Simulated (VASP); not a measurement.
# Cr (Fd-3m) in VASP: further runs

The runs below take Cr through single point, relaxation of cell and atoms, with r2SCAN.

Everything below comes from runs of VASP 6.6.1. Logs are shortened: lines on timing, memory, paths and dates and some standing lists are left out, and cuts for length are marked.

## Step 1: The cell of the first run

The structure is cubic, space group Fd-3m (No. 227). The conventional cell has a = 5.240 Å, b = 5.240 Å, c = 5.240 Å, α = 90.00°, β = 90.00°, γ = 90.00°. Cr (site symmetry -43m) has 4 Cr at 2.27 Å within 3.0 Å.

This isn't the form of Cr at room conditions, which is bcc.

## Step 2: Single point, r2SCAN (17.98 Å³/atom)

POSCAR

```
Cr
1.0
    0.0000000000      2.6198348862      2.6198348862
    2.6198348862      0.0000000000      2.6198348862
    2.6198348862      2.6198348862      0.0000000000
Cr
2
Direct
    0.1250000000      0.1250000000      0.1250000000
    0.8750000000      0.8750000000      0.8750000000
```

INCAR.step1

```
SYSTEM = Cr
PREC = Accurate
ENCUT = 550
ISMEAR = -1
SIGMA = 0.1
LREAL = .FALSE.
LASPH = .TRUE.
NELM = 120
NBANDS = 19
GGA = PE
ALGO = Normal
EDIFF = 1E-5
LWAVE = .TRUE.
LCHARG = .FALSE.
GGA_COMPAT = .FALSE.
```

INCAR.step2

```
SYSTEM = Cr
PREC = Accurate
ENCUT = 550
EDIFF = 1E-6
ISMEAR = -1
SIGMA = 0.1
LREAL = .FALSE.
LASPH = .TRUE.
NELM = 120
ALGO = Normal
ISIF = 2
LWAVE = .FALSE.
LCHARG = .TRUE.
METAGGA = R2SCAN
LMIXTAU = .TRUE.
LELF = .TRUE.
LVHAR = .TRUE.
NBANDS = 19
ISTART = 1
GGA_COMPAT = .FALSE.
```

KPOINTS

```
Automatic mesh
0
G
  12 12 12
  0 0 0
```

Potentials or basis: VASP PAW PBE potentials, release 64 (Cr_pv).

Started as:

```bash
cat potpaw_PBE.64/Cr_pv/POTCAR > POTCAR
cp INCAR.step1 INCAR
mpirun -np 1 vasp_std > vasp.out
cp INCAR.step2 INCAR
mpirun -np 1 vasp_std > vasp.out
```

OUTCAR:

```text
SYSTEM = Cr
   PREC = Accurate
   ENCUT = 550
   EDIFF = 1E-6
   ISMEAR = -1
   LREAL = .FALSE.
   LASPH = .TRUE.
   NELM = 120
   ISIF = 2
   METAGGA = R2SCAN
   ISTART = 1

 ion  position               nearest neighbor table
   1  0.125  0.125  0.125-   2 2.27   2 2.27   2 2.27   2 2.27
   2  0.875  0.875  0.875-   1 2.27   1 2.27   1 2.27   1 2.27

  LATTYP: Found a face centered cubic cell.
 ALAT       =     5.2396697724

  Lattice vectors:

 A1 = (   0.0000000000,   2.6198348862,   2.6198348862)
 A2 = (   2.6198348862,   0.0000000000,   2.6198348862)
 A3 = (   2.6198348862,   2.6198348862,   0.0000000000)

Analysis of symmetry for initial positions (statically):
=====================================================================
 Subroutine PRICEL returns:
 Original cell was already a primitive cell.

 Routine SETGRP: Setting up the symmetry group for a
 face centered cubic supercell.

 Subroutine GETGRP returns: Found 48 space group operations
 (whereof 12 operations were pure point group operations)
 out of a pool of 48 trial point group operations.

The static configuration has the point symmetry D_3d.
 The point group associated with its full space group is O_h .

Analysis of symmetry for dynamics (positions and initial velocities):
=====================================================================
 Subroutine PRICEL returns:
 Original cell was already a primitive cell.

 Routine SETGRP: Setting up the symmetry group for a
 face centered cubic supercell.

 Subroutine GETGRP returns: Found 48 space group operations
 (whereof 12 operations were pure point group operations)
 out of a pool of 48 trial point group operations.

The dynamic configuration has the point symmetry D_3d.
 The point group associated with its full space group is O_h .

 Subroutine INISYM returns: Found 48 space group operations
 (whereof 12 operations are pure point group operations),
 and found     1 'primitive' translations

----------------------------------------------------------------------------------------

                                     Primitive cell

  volume of cell :      35.9627

  direct lattice vectors                    reciprocal lattice vectors
     0.000000000  2.619834886  2.619834886    -0.190851722  0.190851722  0.190851722
     2.619834886  0.000000000  2.619834886     0.190851722 -0.190851722  0.190851722
     2.619834886  2.619834886  0.000000000     0.190851722  0.190851722 -0.190851722

  length of vectors
     3.705006027  3.705006027  3.705006027     0.330564880  0.330564880  0.330564880

  position of ions in fractional coordinates (direct lattice)
     0.125000000  0.125000000  0.125000000
     0.875000000  0.875000000  0.875000000

  ion indices of the primitive-cell ions
   primitive index   ion index
                 1           1
                 2           2

----------------------------------------------------------------------------------------

 KPOINTS: Automatic mesh

Automatic generation of k-mesh.
 Grid dimensions read from file:
 generate k-points for:   12   12   12

 Generating k-lattice:

  Cartesian coordinates                     Fractional coordinates (reciprocal lattice)
    -0.015904310  0.015904310  0.015904310     0.083333333  0.000000000  0.000000000
     0.015904310 -0.015904310  0.015904310     0.000000000  0.083333333  0.000000000
     0.015904310  0.015904310 -0.015904310     0.000000000  0.000000000  0.083333333

  Length of vectors
     0.027547073  0.027547073  0.027547073

  Shift w.r.t. Gamma in fractional coordinates (k-lattice)
     0.000000000  0.000000000  0.000000000

 Subroutine IBZKPT returns following result:
 ===========================================

 Found     72 irreducible k-points:

 Following reciprocal coordinates:
            Coordinates               Weight
  0.000000  0.000000  0.000000      1.000000
  0.083333  0.000000  0.000000      8.000000
  0.166667  0.000000  0.000000      8.000000
  0.250000  0.000000  0.000000      8.000000
  0.333333  0.000000  0.000000      8.000000
  0.416667  0.000000  0.000000      8.000000
[... 16 lines left out ...]
  0.500000  0.166667  0.000000     24.000000
 -0.416667  0.166667  0.000000     24.000000
 [... further k-points ...]
   k-points           NKPTS =     72   k-points in BZ     NKDIM =     72   number of bands    NBANDS=     19
   number of dos      NEDOS =    301   number of ions     NIONS =      2
   total plane-waves  NPLWV =  21952
   dimension x,y,z NGX =    28 NGY =   28 NGZ =   28
   dimension x,y,z NGXF=    56 NGYF=   56 NGZF=   56
   ions per type =               2
   NGX,Y,Z   is equivalent  to a cutoff of  12.56, 12.56, 12.56 a.u.
   NGXF,Y,Z  is equivalent  to a cutoff of  25.13, 25.13, 25.13 a.u.
 SYSTEM =  Cr
   PREC   = accura    normal or accurate (medium, high low for compatibility)
   ISTART =      1    job   : 0-new  1-cont  2-samecut
   ICHARG =      0    charge: 1-file 2-atom 10-const
   ISPIN  =      1    spin polarized calculation?
   LNONCOLLINEAR =      F non collinear calculations
   LSORBIT =      F    spin-orbit coupling
   LASPH  =      T    aspherical Exc in radial PAW
   ENCUT  =  550.0 eV  40.42 Ry    6.36 a.u.   7.08  7.08  7.08*2*pi/ulx,y,z
   NELM   =    120;   NELMIN=  2; NELMDL=  0     # of ELM steps
   EDIFF  = 0.1E-05   stopping-criterion for ELM
   LREAL  =      F    real-space projection
   EDIFFG = 0.1E-04   stopping-criterion for IOM
   NSW    =      0    number of steps for IOM
   IBRION =     -1    ionic relax: 0-MD 1-quasi-New 2-CG
   NFREE  =      0    steps in history (QN), initial steepest desc. (CG)
   ISIF   =      2    stress and relaxation
   ISYM   =      2    0-nonsym 1-usesym 2-fastsym
   POTIM  = 0.5000    time-step for ionic-motion
   TEBEG  =    0.0;   TEEND  =   0.0 temperature during run
   PSTRESS=    0.0 pullay stress
   NELECT =      24.0000    total number of electrons
   NUPDOWN=      -1.0000    fix difference up-down
   EMIN   =  10.00;   EMAX   =-10.00  energy-range for DOS
   EFERMI =   0.00;   METHOD = LEGACY
   ISMEAR =    -1;   SIGMA  =   0.10  broadening in eV -4-tet -1-fermi 0-gaus
   EFERMI_NEDOS =   21; number of points for ismear=-14 and -15
   IALGO  =     38    algorithm
   IMIX   =      4    mixing-type and parameters
     AMIX     =   0.40;   BMIX     =  1.00
     AMIX_MAG =   1.60;   BMIX_MAG =  1.00
  volume/ion in A,a.u.               =      17.98       121.34
  Fermi-wavevector in a.u.,A,eV,Ry     =   1.430632  2.703503 27.847159  2.046708
  Thomas-Fermi vector in A             =   2.550456
   LORBIT       =      0    0 simple, 1 ext, 2 COOP (PROOUT), +10 PAW based schemes
   METAGGA = R2SCAN    functional components
   LHFCALC =     F    Hartree Fock is set to
   AEXX    =    0.0000 exact exchange contribution
   IVDW    =     0    specifies the selected vdW correction
   LEPSILON=     F    determine dielectric tensor
   LRPA    =     F    only Hartree local field effects (RPA)
 non-spin polarized calculation
  energy-cutoff  :      550.00
  volume of cell :       35.96
 maximum number of plane-waves:      1067
   NGX = 15   NGY = 15   NGZ = 15

 number of electron      23.9999997 magnetization

 Free energy of the ion-electron system (eV)
  ---------------------------------------------------
  ext. energy  EPLUGINS =         0.00000000
  ---------------------------------------------------
  free energy    TOTEN  =       -24.87488822 eV

  energy without entropy =      -24.73300546  energy(sigma->0) =      -24.80394684

 E-fermi :   5.3594     XC(G=0): -11.7301

 val. band max:        5.3514350610   @ k =   0.5000   0.1667   0.0833
 cond. band min:       5.3602946903   @ k =   0.4167   0.1667   0.0833
 fundamental gap:      0.0088596293
 Fermi energy:         5.3593834066

 k-point     1 :       0.0000    0.0000    0.0000
  band No.  band energies     occupation
      1     -38.8196      2.00000
      2     -38.8196      2.00000
      3     -38.8196      2.00000
      4     -38.1362      2.00000
      5     -38.1362      2.00000
      6     -38.1362      2.00000
[... 11 lines left out ...]
     18       9.6786      0.00000
     19       9.7099      0.00000

 k-point     2 :       0.0833    0.0000    0.0000
  band No.  band energies     occupation
      1     -38.8254      2.00000
      2     -38.8254      2.00000
      3     -38.8192      2.00000
      4     -38.1379      2.00000
      5     -38.1304      2.00000
      6     -38.1304      2.00000
[... 11 lines left out ...]
     18       9.6783      0.00000
     19       9.7108      0.00000

 k-point     3 :       0.1667    0.0000    0.0000
  band No.  band energies     occupation
      1     -38.8407      2.00000
      2     -38.8407      2.00000
      3     -38.8181      2.00000
      4     -38.1424      2.00000
      5     -38.1150      2.00000
      6     -38.1150      2.00000
[... 11 lines left out ...]
     18       9.6772      0.00000
     19       9.7123      0.00000

 k-point     4 :       0.2500    0.0000    0.0000
  band No.  band energies     occupation
      1     -38.8605      2.00000
      2     -38.8605      2.00000
      3     -38.8171      2.00000
      4     -38.1480      2.00000
      5     -38.0949      2.00000
      6     -38.0949      2.00000
[... 11 lines left out ...]
     18       9.6734      0.00000
     19       9.7118      0.00000

 k-point     5 :       0.3333    0.0000    0.0000
  band No.  band energies     occupation
      1     -38.8794      2.00000
      2     -38.8794      2.00000
      3     -38.8165      2.00000
      4     -38.1532      2.00000
      5     -38.0759      2.00000
      6     -38.0759      2.00000
[... 11 lines left out ...]
     18       9.6545      0.00000
     19       9.7058      0.00000

 k-point     6 :       0.4167    0.0000    0.0000
  band No.  band energies     occupation
      1     -38.8927      2.00000
      2     -38.8927      2.00000
      3     -38.8164      2.00000
      4     -38.1566      2.00000
      5     -38.0625      2.00000
      6     -38.0625      2.00000
[... 11 lines left out ...]
     18       9.4637      0.00000
     19       9.6977      0.00000

 k-point     7 :       0.5000    0.0000    0.0000
  band No.  band energies     occupation
      1     -38.8974      2.00000
      2     -38.8974      2.00000
      3     -38.8164      2.00000
      4     -38.1578      2.00000
      5     -38.0577      2.00000
      6     -38.0577      2.00000
[... 11 lines left out ...]
     18       9.1107      0.00000
     19       9.7038      0.00000

 k-point     8 :       0.0833    0.0833    0.0000
  band No.  band energies     occupation
      1     -38.8323      2.00000
      2     -38.8323      2.00000
      3     -38.8085      2.00000
      4     -38.1488      2.00000
      5     -38.1235      2.00000
      6     -38.1235      2.00000
[... 256 lines left out ...]
 k-point    20 :       0.2500    0.1667    0.0000
  band No.  band energies     occupation
      1     -38.8862      2.00000
      2     -38.8850      2.00000
      3     -38.7561      2.00000
      4     -38.2081      2.00000
      5     -38.0708      2.00000
      6     -38.0702      2.00000
[... 11 lines left out ...]
     18       9.6751      0.00000
     19       9.7151      0.00000

 k-point    21 :       0.3333    0.1667    0.0000
  band No.  band energies     occupation
      1     -38.9107      2.00000
      2     -38.9033      2.00000
      3     -38.7386      2.00000
      4     -38.2279      2.00000
      5     -38.0523      2.00000
      6     -38.0475      2.00000
[... 11 lines left out ...]
     18       9.6692      0.00000
     19       9.7133      0.00000

 k-point    22 :       0.4167    0.1667    0.0000
  band No.  band energies     occupation
      1     -38.9343      2.00000
      2     -38.9154      2.00000
      3     -38.7247      2.00000
      4     -38.2432      2.00000
      5     -38.0401      2.00000
      6     -38.0262      2.00000
[... 11 lines left out ...]
     18       9.6322      0.00000
     19       9.7044      0.00000

 k-point    23 :       0.5000    0.1667    0.0000
  band No.  band energies     occupation
      1     -38.9515      2.00000
      2     -38.9185      2.00000
      3     -38.7179      2.00000
      4     -38.2506      2.00000
      5     -38.0368      2.00000
      6     -38.0108      2.00000
[... 11 lines left out ...]
     18       9.2455      0.00000
     19       9.6945      0.00000

 k-point    24 :      -0.4167    0.1667    0.0000
  band No.  band energies     occupation
      1     -38.9579      2.00000
      2     -38.9121      2.00000
      3     -38.7213      2.00000
      4     -38.2469      2.00000
      5     -38.0431      2.00000
      6     -38.0050      2.00000
[... 11 lines left out ...]
     18       9.1338      0.00000
     19       9.6928      0.00000

 [... further k-points ...]
[... 5 lines left out ...]
  --------------------------------------------------------------------------------------
  -------------------------------------------------------------------------------------
  Total       -1.9897603     -1.9897603     -1.9897603     -0.0000000      0.0000000     -0.0000000
  in kB      -88.6460911    -88.6460911    -88.6460911     -0.0000000      0.0000000     -0.0000000
  external PRESSURE =     -88.6460911 kB  Pullay stress =       0.0000000 kB

 VOLUME and BASIS-vectors are now :
 -----------------------------------------------------------------------------
  energy-cutoff  :      550.00
  volume of cell :       35.96
      direct lattice vectors                 reciprocal lattice vectors
     0.000000000  2.619834886  2.619834886    -0.190851722  0.190851722  0.190851722
     2.619834886  0.000000000  2.619834886     0.190851722 -0.190851722  0.190851722
     2.619834886  2.619834886  0.000000000     0.190851722  0.190851722 -0.190851722

 POSITION                                       TOTAL-FORCE (eV/Angst)
 -----------------------------------------------------------------------------------
      0.65496      0.65496      0.65496         0.000000      0.000000      0.000000
      4.58471      4.58471      4.58471        -0.000000     -0.000000     -0.000000
 -----------------------------------------------------------------------------------
    total drift:                                0.000000      0.000000     -0.000000

  FREE ENERGIE OF THE ION-ELECTRON SYSTEM (eV)
  ---------------------------------------------------
  free  energy   TOTEN  =       -24.8748882235 eV

  energy  without entropy=      -24.7330054623  energy(sigma->0) =      -24.80394684
```

It took 2.8 min on 1 thread of Intel Xeon Platinum 8375C at 2.90GHz (Ice Lake), shared host; peak memory 0.19 GiB.

What came out:

```yaml
Free_energy: -24.8749 eV
Pressure: -8.9 GPa
Band_gap_on_the_k_mesh: zero (bands 12 and 13 overlap by 0.63 eV)
```

Levels at points of the mesh, in eV from the Fermi level:
| k point | band 10 | band 11 | band 12 | band 13 | band 14 | band 15 |
| --- | --- | --- | --- | --- | --- | --- |
| (0.00, 0.00, 0.00) | -1.05 | -1.05 | -1.05 | 1.11 | 1.11 | 1.11 |
| (0.50, 0.00, 0.00) | -1.12 | -1.01 | -1.01 | -0.22 | 1.90 | 1.90 |
| (0.50, 0.50, 0.00) | -0.92 | -0.33 | -0.33 | 0.97 | 0.97 | 2.88 |

Caveat: the cell stands under tension; the PAW data sets were made with another functional, which shifts forces and pressure a little; the run has no spin polarisation, though such a crystal can be magnetic.

(Continued in part 2 of 3.)

The gap in the log of VASP goes by the Fermi energy; the results here count the filled bands.